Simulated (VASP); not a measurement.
Set up this calculation in VASP 6.6.1, as the native input.

```
Task                               : single point
Functional                         : PBE-based screened hybrid
Potentials or basis                : VASP PAW PBE potentials, release 64 (Ag, Cl)
Cutoff                             : 520 eV
k mesh                             : 4 × 4 × 4
Occupations                        : gaussian, width 0.01 eV
Spin                               : no spin polarisation
Dipole correction                  : no
Grid for exact exchange (PRECFOCK) : Normal
Share of exact exchange            : 0.35
Further INCAR settings             : ALGO = Normal; EDIFF = 1e-06; NBANDS = 16
Screening parameter                : 0.2078 1/Å
```

The system is AgCl.

```
Ag Cl
1.0
     0.00000    2.99325    2.99325
     2.99325    0.00000    2.99325
     2.99325    2.99325    0.00000
Ag Cl
1 1
Direct
  0.00000 0.00000 0.00000
  0.25000 0.25000 0.25000
```

The input as run:

POSCAR

```
AgCl
1.0
    0.0000000000      2.9932461729      2.9932461729
    2.9932461729      0.0000000000      2.9932461729
    2.9932461729      2.9932461729      0.0000000000
Ag Cl
1 1
Direct
    0.0000000000      0.0000000000      0.0000000000
    0.2500000000      0.2500000000      0.2500000000
```

INCAR.step1

```
SYSTEM = AgCl
  PREC = Accurate
  ENCUT = 520
  EDIFF = 1E-5
  ISMEAR = 0
  SIGMA = 0.01
  LREAL = .False.
  LASPH = .True.
  NELM = 80
  ALGO = Normal
  ISIF = 2
  LWAVE = .True.
  LCHARG = .False.
  NBANDS = 16
  GGA = PE
```

INCAR.step2

```
SYSTEM = AgCl
  PREC = Accurate
  ENCUT = 520
  EDIFF = 1E-6
  ISMEAR = 0
  SIGMA = 0.01
  LREAL = .False.
  LASPH = .True.
  NELM = 80
  ALGO = Normal
  ISIF = 2
  LWAVE = .False.
  LCHARG = .False.
  GGA = PE
  LHFCALC = .True.
  AEXX = 0.35
  HFSCREEN = 0.2078
  PRECFOCK = Normal
  NBANDS = 16
  ISTART = 1
```

KPOINTS

```
Automatic mesh
0
Gamma
  4 4 4
  0 0 0
```

Potentials or basis: VASP PAW PBE potentials, release 64 (Ag, Cl).

Command:

```sh
$ cat potpaw_PBE.64/Ag/POTCAR potpaw_PBE.64/Cl/POTCAR > POTCAR
$ cp INCAR.step1 INCAR
$ mpirun -np 1 vasp_std > vasp.out
$ cp INCAR.step2 INCAR
$ mpirun -np 1 vasp_std > vasp.out
```

It gave:

```
Pressure               : 0.9 GPa
Band gap on the k mesh : 3.30 eV, direct
```

Caveat: the k points lie up to 0.45 Å⁻¹ apart; the PAW data sets were made with another functional, which shifts forces and pressure a little.

Wall time 5.7 min on 1 thread of Intel(R) Xeon(R) Platinum 8488C (Sapphire Rapids) (shared host), peak memory 0.27 GiB.
